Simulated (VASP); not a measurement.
# Ca (I4/mmm) in VASP: notebook

The runs below take Ca through single point, with PBEsol.

Program: VASP 6.6.1. These are calculated values, not measurements. Logs are shortened: lines on timing, memory, paths and dates and some standing lists are left out, and cuts for length are marked.

### Step 1. The cell of the first run

The structure is tetragonal, space group I4/mmm (No. 139). Conventional cell: a = 3.952 Å, b = 3.952 Å, c = 5.421 Å, α = 90.00°, β = 90.00°, γ = 90.00°. Within 5.1 Å of Ca (site symmetry 4/mmm) lie 12 Ca at 3.89 to 3.95 Å.

### Step 2. Single point, PBEsol (strain -0.0300 x Voigt [1, 0, 0, 0, 0, 0])

The input, INCAR:

```
ALGO = Fast
EDIFF = 1E-6
ENCUT = 520
GGA = PS
ISIF = 2
ISMEAR = 0
LASPH = T
LCHARG = F
LREAL = F
LWAVE = F
NBANDS = 11
NELM = 60
PREC = Accurate
SIGMA = 0.15
```

The input, KPOINTS:

```
k-points
0
Gamma
  14 14 14
```

The input, POSCAR:

```
Ca
1.0
    0.0000000000      2.7942000000      2.7942000000
    2.7103740000      0.0000000000      2.7942000000
    2.7103740000      2.7942000000      0.0000000000
Ca
1
Direct
    0.0000000000      0.0000000000      0.0000000000
```

Potentials or basis: VASP PAW PBE potentials, release 64 (Ca_sv).

Launch:

```bash
$ cat potpaw_PBE.64/Ca_sv/POTCAR > POTCAR
$ mpirun -np 1 vasp_std > vasp.out
```

OUTCAR:

```text
EDIFF = 1E-6
   ENCUT = 520
   GGA = PS
   ISIF = 2
   ISMEAR = 0
   LASPH = T
   LREAL = F
   NELM = 60
   PREC = Accurate

 ion  position               nearest neighbor table
   1  0.000  0.000  0.000-

  LATTYP: Found a body centered tetragonal cell.
 ALAT       =     3.9515955360
 C/A-ratio  =     1.3717871555

  Lattice vectors:

 A1 = (  -2.7103740000,   0.0000000000,  -2.7942000000)
 A2 = (  -2.7103740000,   0.0000000000,   2.7942000000)
 A3 = (   2.7103740000,   2.7942000000,   0.0000000000)

Analysis of symmetry for initial positions (statically):
=====================================================================
 Subroutine PRICEL returns:
 Original cell was already a primitive cell.

 Routine SETGRP: Setting up the symmetry group for a
 body centered tetragonal supercell.

 Subroutine GETGRP returns: Found 16 space group operations
 (whereof 16 operations were pure point group operations)
 out of a pool of 16 trial point group operations.

The static configuration has the point symmetry D_4h.

Analysis of symmetry for dynamics (positions and initial velocities):
=====================================================================
 Subroutine PRICEL returns:
 Original cell was already a primitive cell.

 Routine SETGRP: Setting up the symmetry group for a
 body centered tetragonal supercell.

 Subroutine GETGRP returns: Found 16 space group operations
 (whereof 16 operations were pure point group operations)
 out of a pool of 16 trial point group operations.

The dynamic configuration has the point symmetry D_4h.

 Subroutine INISYM returns: Found 16 space group operations
 (whereof 16 operations are pure point group operations),
 and found     1 'primitive' translations

----------------------------------------------------------------------------------------

                                     Primitive cell

  volume of cell :      42.3228

  direct lattice vectors                    reciprocal lattice vectors
     0.000000000  2.794200000  2.794200000    -0.184476386  0.178942094  0.178942094
     2.710374000  0.000000000  2.794200000     0.184476386 -0.178942094  0.178942094
     2.710374000  2.794200000  0.000000000     0.184476386  0.178942094 -0.178942094

  length of vectors
     3.951595536  3.892772901  3.892772901     0.313164626  0.313164626  0.313164626

  position of ions in fractional coordinates (direct lattice)
     0.000000000  0.000000000  0.000000000

  ion indices of the primitive-cell ions
   primitive index   ion index
                 1           1

----------------------------------------------------------------------------------------

 KPOINTS: k-points

Automatic generation of k-mesh.
 Grid dimensions read from file:
 generate k-points for:   14   14   14

 Generating k-lattice:

  Cartesian coordinates                     Fractional coordinates (reciprocal lattice)
    -0.013176885  0.012781578  0.012781578     0.071428571  0.000000000  0.000000000
     0.013176885 -0.012781578  0.012781578     0.000000000  0.071428571  0.000000000
     0.013176885  0.012781578 -0.012781578     0.000000000  0.000000000  0.071428571

  Length of vectors
     0.022368902  0.022368902  0.022368902

  Shift w.r.t. Gamma in fractional coordinates (k-lattice)
     0.000000000  0.000000000  0.000000000

 Subroutine IBZKPT returns following result:
 ===========================================

 Found    244 irreducible k-points:

 Following reciprocal coordinates:
            Coordinates               Weight
  0.000000  0.000000  0.000000      1.000000
  0.071429 -0.000000 -0.000000      8.000000
  0.142857  0.000000  0.000000      8.000000
  0.214286 -0.000000 -0.000000      8.000000
  0.285714  0.000000  0.000000      8.000000
  0.357143 -0.000000 -0.000000      8.000000
[... 16 lines left out ...]
  0.214286  0.142857 -0.000000     16.000000
  0.285714  0.142857  0.000000     16.000000
 [... further k-points ...]
   k-points           NKPTS =    244   k-points in BZ     NKDIM =    244   number of bands    NBANDS=     11
   number of dos      NEDOS =    301   number of ions     NIONS =      1
   total plane-waves  NPLWV =  27000
   dimension x,y,z NGX =    30 NGY =   30 NGZ =   30
   dimension x,y,z NGXF=    60 NGYF=   60 NGZF=   60
   ions per type =               1
   NGX,Y,Z   is equivalent  to a cutoff of  12.62, 12.81, 12.81 a.u.
   NGXF,Y,Z  is equivalent  to a cutoff of  25.24, 25.62, 25.62 a.u.
 SYSTEM =  unknown system
   PREC   = accura    normal or accurate (medium, high low for compatibility)
   ISTART =      0    job   : 0-new  1-cont  2-samecut
   ICHARG =      2    charge: 1-file 2-atom 10-const
   ISPIN  =      1    spin polarized calculation?
   LNONCOLLINEAR =      F non collinear calculations
   LSORBIT =      F    spin-orbit coupling
   LASPH  =      T    aspherical Exc in radial PAW
   ENCUT  =  520.0 eV  38.22 Ry    6.18 a.u.   7.35  7.24  7.24*2*pi/ulx,y,z
   NELM   =     60;   NELMIN=  2; NELMDL= -5     # of ELM steps
   EDIFF  = 0.1E-05   stopping-criterion for ELM
   LREAL  =      F    real-space projection
   EDIFFG = 0.1E-04   stopping-criterion for IOM
   NSW    =      0    number of steps for IOM
   IBRION =     -1    ionic relax: 0-MD 1-quasi-New 2-CG
   NFREE  =      0    steps in history (QN), initial steepest desc. (CG)
   ISIF   =      2    stress and relaxation
   ISYM   =      2    0-nonsym 1-usesym 2-fastsym
   POTIM  = 0.5000    time-step for ionic-motion
   TEBEG  =    0.0;   TEEND  =   0.0 temperature during run
   PSTRESS=    0.0 pullay stress
   NELECT =      10.0000    total number of electrons
   NUPDOWN=      -1.0000    fix difference up-down
   EMIN   =  10.00;   EMAX   =-10.00  energy-range for DOS
   EFERMI =   0.00;   METHOD = LEGACY
   ISMEAR =     0;   SIGMA  =   0.15  broadening in eV -4-tet -1-fermi 0-gaus
   EFERMI_NEDOS =   21; number of points for ismear=-14 and -15
   IALGO  =     68    algorithm
   IMIX   =      4    mixing-type and parameters
     AMIX     =   0.40;   BMIX     =  1.00
     AMIX_MAG =   1.60;   BMIX_MAG =  1.00
  volume/ion in A,a.u.               =      42.32       285.61
  Fermi-wavevector in a.u.,A,eV,Ry     =   1.012084  1.912562 13.936652  1.024315
  Thomas-Fermi vector in A             =   2.145173
   LORBIT       =      0    0 simple, 1 ext, 2 COOP (PROOUT), +10 PAW based schemes
   GGA     = PS    functional components
   LHFCALC =     F    Hartree Fock is set to
   AEXX    =    0.0000 exact exchange contribution
   IVDW    =     0    specifies the selected vdW correction
   LEPSILON=     F    determine dielectric tensor
   LRPA    =     F    only Hartree local field effects (RPA)
 non-spin polarized calculation
 RMM-DIIS sequential band-by-band and
 Gauss-broadening in eV      SIGMA  =   0.15
  energy-cutoff  :      520.00
  volume of cell :       42.32
 maximum number of plane-waves:      1166
 NGX is ok and might be reduce to    30
   NGX = 15   NGY = 15   NGZ = 15

 number of electron      10.0000000 magnetization

 number of electron       9.9999999 magnetization

 Free energy of the ion-electron system (eV)
  ---------------------------------------------------
  ext. energy  EPLUGINS =         0.00000000
  ---------------------------------------------------
  free energy    TOTEN  =        -2.13753579 eV

  energy without entropy =       -2.12262389  energy(sigma->0) =       -2.13007984

 E-fermi :   1.8763     XC(G=0):  -7.8011

 val. band max:        1.8737178099   @ k =  -0.2143   0.4286   0.3571
 cond. band min:       1.8796881458   @ k =  -0.2143   0.4286   0.2857
 fundamental gap:      0.0059703358
 Fermi energy:         1.8762877930

 k-point     1 :       0.0000    0.0000    0.0000
  band No.  band energies     occupation
      1     -39.9718      2.00000
      2     -20.9646      2.00000
      3     -20.9646      2.00000
      4     -20.9620      2.00000
      5      -2.1495      2.00000
      6       4.1585      0.00000
      7       4.1585      0.00000
      8       4.2927      0.00000
      9       5.1851      0.00000
     10       5.3576      0.00000
     11      11.0030      0.00000

 k-point     2 :       0.0714   -0.0000   -0.0000
  band No.  band energies     occupation
      1     -39.9711      2.00000
      2     -20.9709      2.00000
      3     -20.9657      2.00000
      4     -20.9636      2.00000
      5      -2.0622      2.00000
      6       4.0909      0.00000
      7       4.1913      0.00000
      8       4.3000      0.00000
      9       5.1592      0.00000
     10       5.3248      0.00000
     11      11.1099      0.00000

 k-point     3 :       0.1429    0.0000    0.0000
  band No.  band energies     occupation
      1     -39.9692      2.00000
      2     -20.9904      2.00000
      3     -20.9689      2.00000
      4     -20.9660      2.00000
      5      -1.8044      2.00000
      6       3.8488      0.00000
      7       4.2621      0.00000
      8       4.3674      0.00000
      9       5.1197      0.00000
     10       5.2595      0.00000
     11      10.9264      0.00000

 k-point     4 :       0.2143   -0.0000   -0.0000
  band No.  band energies     occupation
      1     -39.9664      2.00000
      2     -21.0185      2.00000
      3     -20.9734      2.00000
      4     -20.9693      2.00000
      5      -1.3898      2.00000
      6       3.4910      0.00000
      7       4.2882      0.00000
      8       4.4194      0.00000
      9       5.1714      0.00000
     10       5.2581      0.00000
     11       9.8076      0.00000
[... 239 lines left out ...]
 k-point    22 :       0.1429    0.1429    0.0000
  band No.  band energies     occupation
      1     -39.9685      2.00000
      2     -20.9902      2.00000
      3     -20.9729      2.00000
      4     -20.9721      2.00000
      5      -1.7001      2.00000
      6       3.7467      0.00000
      7       4.3642      0.00000
      8       4.4665      0.00000
      9       4.7725      0.00000
     10       5.4284      0.00000
     11      11.5761      0.00000

 k-point    23 :       0.2143    0.1429   -0.0000
  band No.  band energies     occupation
      1     -39.9664      2.00000
      2     -21.0079      2.00000
      3     -20.9772      2.00000
      4     -20.9764      2.00000
      5      -1.4002      2.00000
      6       3.5296      0.00000
      7       4.3715      0.00000
      8       4.5213      0.00000
      9       4.7153      0.00000
     10       5.4809      0.00000
     11      10.8049      0.00000

 k-point    24 :       0.2857    0.1429    0.0000
  band No.  band energies     occupation
      1     -39.9638      2.00000
      2     -21.0326      2.00000
      3     -20.9822      2.00000
      4     -20.9810      2.00000
      5      -0.9531      2.00000
      6       3.2452      0.00000
      7       4.1290      0.00000
      8       4.5554      0.00000
      9       4.9539      0.00000
     10       5.5884      0.00000
     11       9.5986      0.00000

 [... further k-points ...]
[... 5 lines left out ...]
  --------------------------------------------------------------------------------------
  -------------------------------------------------------------------------------------
  Total       -0.1445765     -0.1972803     -0.1972803     -0.0000000      0.0000000      0.0000000
  in kB       -5.4731084     -7.4682727     -7.4682727     -0.0000000      0.0000000      0.0000000
  external PRESSURE =      -6.8032179 kB  Pullay stress =       0.0000000 kB

 VOLUME and BASIS-vectors are now :
 -----------------------------------------------------------------------------
  energy-cutoff  :      520.00
  volume of cell :       42.32
      direct lattice vectors                 reciprocal lattice vectors
     0.000000000  2.794200000  2.794200000    -0.184476386  0.178942094  0.178942094
     2.710374000  0.000000000  2.794200000     0.184476386 -0.178942094  0.178942094
     2.710374000  2.794200000  0.000000000     0.184476386  0.178942094 -0.178942094

 POSITION                                       TOTAL-FORCE (eV/Angst)
 -----------------------------------------------------------------------------------
      0.00000      0.00000      0.00000         0.000000      0.000000     -0.000000
 -----------------------------------------------------------------------------------
    total drift:                               -0.000000     -0.000000      0.000000

  FREE ENERGIE OF THE ION-ELECTRON SYSTEM (eV)
  ---------------------------------------------------
  free  energy   TOTEN  =        -2.1375357876 eV

  energy  without entropy=       -2.1226238894  energy(sigma->0) =       -2.13007984
```

Run time: 50 s. Hardware: 1 thread of Intel Xeon 6975P-C (Granite Rapids), shared host; peak memory 0.24 GiB.

What came out:

```yaml
Free_energy: -2.1375 eV
Pressure: -0.7 GPa
Band_gap_on_the_k_mesh: zero (bands 5 and 6 overlap by 0.32 eV)
```

Stress tensor (GPa, compression positive):
```
-0.55  0.00  0.00
 0.00 -0.75  0.00
 0.00  0.00 -0.75
```

Levels at points of the mesh, in eV from the Fermi level:
```csv
k point,band 2,band 3,band 4,band 5,band 6,band 7,band 8,band 9
"(0.00, 0.00, 0.00)",-22.84,-22.84,-22.84,-4.03,2.28,2.28,2.42,3.31
"(0.50, 0.00, 0.00)",-22.98,-22.86,-22.86,-1.00,-0.15,2.13,2.30,4.05
"(0.50, 0.50, 0.00)",-22.97,-22.89,-22.88,-0.49,0.59,0.86,4.08,4.21
"(0.00, 0.50, 0.50)",-22.97,-22.90,-22.90,-0.39,0.52,1.16,4.08,4.27
```

Caveat: the cell differs from its parent crystal (strain -0.0300 x Voigt [1, 0, 0, 0, 0, 0]); the PAW data sets were made with another functional, which shifts forces and pressure a little.

### Step 3. Single point, PBEsol (strain -0.0150 x Voigt [1, 0, 0, 0, 0, 0])

The input, INCAR:

```
SYSTEM = Ca
PREC = Accurate
ENCUT = 520
EDIFF = 1E-6
ISMEAR = 0
SIGMA = 0.15
LREAL = .False.
LASPH = .True.
NELM = 80
ALGO = Normal
ISIF = 2
LWAVE = .False.
LCHARG = .True.
GGA = PS
LELF = .True.
LVHAR = .True.
NBANDS = 11
```

The input, KPOINTS:

```
regular mesh
0
Gamma
  14 14 14
  0 0 0
```

The input, POSCAR:

```
Ca
1.0
    0.0000000000      2.7942000000      2.7942000000
    2.7522870000      0.0000000000      2.7942000000
    2.7522870000      2.7942000000      0.0000000000
Ca
1
Direct
    0.0000000000      0.0000000000      0.0000000000
```

Potentials or basis: VASP PAW PBE potentials, release 64 (Ca_sv).

Launch:

```bash
$ cat potpaw_PBE.64/Ca_sv/POTCAR > POTCAR
$ mpirun -np 1 vasp_std > vasp.out
```

It took 38 s on 1 thread of Intel Xeon 6975P-C (Granite Rapids), shared host; peak memory 0.25 GiB.

It converged, with:

| Item | Value |
| --- | --- |
| Free energy | -2.1347 eV |
| Pressure | -0.9 GPa |
| Band gap on the k mesh | zero (bands 5 and 6 overlap by 0.34 eV) |

Stress tensor (GPa, compression positive):
```
-0.88  0.00  0.00
 0.00 -0.98  0.00
 0.00  0.00 -0.98
```

Levels at points of the mesh, in eV from the Fermi level:
| k point | band 1 | band 2 | band 3 | band 4 | band 5 | band 6 | band 7 | band 8 | band 9 | band 10 |
| --- | --- | --- | --- | --- | --- | --- | --- | --- | --- | --- |
| (0.00, 0.00, 0.00) | -41.88 | -22.88 | -22.88 | -22.87 | -4.00 | 2.28 | 2.28 | 2.35 | 3.32 | 3.40 |
| (0.50, 0.00, 0.00) | -41.87 | -23.01 | -22.90 | -22.89 | -0.99 | -0.17 | 2.15 | 2.24 | 4.02 | 4.05 |
| (0.50, 0.50, 0.00) | -41.87 | -23.00 | -22.92 | -22.92 | -0.46 | 0.59 | 0.89 | 4.03 | 4.19 | 4.24 |
| (0.00, 0.50, 0.50) | -41.86 | -23.00 | -22.93 | -22.93 | -0.41 | 0.56 | 1.03 | 4.03 | 4.22 | 4.22 |

Caveat: the cell differs from its parent crystal (strain -0.0150 x Voigt [1, 0, 0, 0, 0, 0]); the PAW data sets were made with another functional, which shifts forces and pressure a little.

### Step 4. Single point, PBEsol (strain +0.0525 x Voigt [1, 0, 0, 0, 0, 0])

The input, INCAR:

```
SYSTEM = Ca
ALGO = Fast
EDIFF = 1E-6
ENCUT = 520
GGA = PS
ISIF = 2
ISMEAR = 0
LASPH = .True.
LCHARG = .False.
LREAL = .False.
LWAVE = .False.
NBANDS = 11
NELM = 60
PREC = Accurate
SIGMA = 0.15
```

The input, KPOINTS:

```
k-points
0
Gamma
  14 14 14
  0 0 0
```

The input, POSCAR:

```
Ca
1.0
    0.0000000000      2.7942000000      2.7942000000
    2.9408955000      0.0000000000      2.7942000000
    2.9408955000      2.7942000000      0.0000000000
Ca
1
Direct
    0.0000000000      0.0000000000      0.0000000000
```

Launch:

```bash
$ cat potpaw_PBE.64/Ca_sv/POTCAR > POTCAR
$ mpirun -np 1 vasp_std > vasp.out
```

Wall time 55 s (1 thread of Intel Xeon 6975P-C (Granite Rapids), shared host); peak memory 0.25 GiB.

Results (log left out):

```yaml
Free_energy: -2.1076 eV
Pressure: -1.8 GPa
Band_gap_on_the_k_mesh: zero (bands 5 and 6 overlap by 0.44 eV)
```

Stress tensor (GPa, compression positive):
```
-2.13  0.00  0.00
 0.00 -1.65  0.00
 0.00  0.00 -1.65
```

Levels at points of the mesh, in eV from the Fermi level:
```
           k point  band 3  band 4  band 5  band 6  band 7  band 8
(0.00, 0.00, 0.00)  -23.04  -23.04   -3.88    2.07    2.29    2.29
(0.50, 0.00, 0.00)  -23.06  -23.05   -0.96   -0.20    1.98    2.24
(0.50, 0.50, 0.00)  -23.09  -23.08   -0.33    0.58    0.98    3.77
(0.00, 0.50, 0.50)  -23.07  -23.07   -0.50    0.53    0.67    3.82
```

Caveat: the cell differs from its parent crystal (strain +0.0525 x Voigt [1, 0, 0, 0, 0, 0]); the PAW data sets were made with another functional, which shifts forces and pressure a little.

### Step 5. Single point, PBEsol (strain +0.0600 x Voigt [1, 0, 0, 0, 0, 0])

The input, INCAR:

```
  PREC = Accurate
  ENCUT = 520
  EDIFF = 1E-6
  ISMEAR = 0
  SIGMA = 0.15
  LREAL = F
  LASPH = T
  NELM = 80
  ALGO = Normal
  ISIF = 2
  LWAVE = F
  LCHARG = F
  GGA = PS
  NBANDS = 11
```

The input, KPOINTS:

```
Automatic mesh
0
Gamma
  14 14 14
```

The input, POSCAR:

```
Ca
1.0
    0.0000000000      2.7942000000      2.7942000000
    2.9618520000      0.0000000000      2.7942000000
    2.9618520000      2.7942000000      0.0000000000
Ca
1
Direct
    0.0000000000      0.0000000000      0.0000000000
```

Launch:

```bash
$ cat potpaw_PBE.64/Ca_sv/POTCAR > POTCAR
$ mpirun -np 1 vasp_std > vasp.out
```

Wall time 35 s (1 thread of Intel Xeon 6975P-C (Granite Rapids), shared host); peak memory 0.25 GiB.

It converged, with:

- Free energy: -2.1032 eV
- Pressure: -1.9 GPa
- Band gap on the k mesh: zero (bands 5 and 6 overlap by 0.44 eV)

Stress tensor (GPa, compression positive):
```
-2.28  0.00  0.00
 0.00 -1.72  0.00
 0.00  0.00 -1.72
```

Levels at points of the mesh, in eV from the Fermi level:
```tsv
k point	band 2	band 3	band 4	band 5	band 6	band 7	band 8	band 9
(0.00, 0.00, 0.00)	-23.06	-23.06	-23.06	-3.87	2.04	2.29	2.29	2.99
(0.50, 0.00, 0.00)	-23.16	-23.08	-23.07	-0.96	-0.21	1.96	2.25	3.73
(0.50, 0.50, 0.00)	-23.16	-23.11	-23.10	-0.32	0.59	0.99	3.74	3.84
(0.00, 0.50, 0.50)	-23.15	-23.09	-23.09	-0.51	0.48	0.68	3.80	3.93
```

Caveat: the cell differs from its parent crystal (strain +0.0600 x Voigt [1, 0, 0, 0, 0, 0]); the PAW data sets were made with another functional, which shifts forces and pressure a little.

### Step 6. Summary

```csv
cell,gap on the mesh (eV),pressure (GPa)
"a = 3.952, b = 3.893, c = 3.893 Å, angles 61.0, 59.5, 59.5°, 1 atom",none,-0.7
"a = 3.952, b = 3.922, c = 3.922 Å, angles 60.5, 59.8, 59.8°, 1 atom",none,-0.9
"a = 3.952, b = 4.057, c = 4.057 Å, angles 58.3, 60.9, 60.9°, 1 atom",none,-1.8
"a = 3.952, b = 4.072, c = 4.072 Å, angles 58.1, 61.0, 61.0°, 1 atom",none,-1.9
```

Alike in all rows: task single point; level PBEsol; potentials or basis VASP PAW PBE potentials, release 64 (Ca_sv); no spin polarisation; k mesh 14 × 14 × 14; cutoff (eV) 520; smearing gaussian 0.15 eV.

Caveats: the PAW data sets were made with another functional, which shifts forces and pressure a little.

Absolute energies hang on the potentials; compare differences alone.
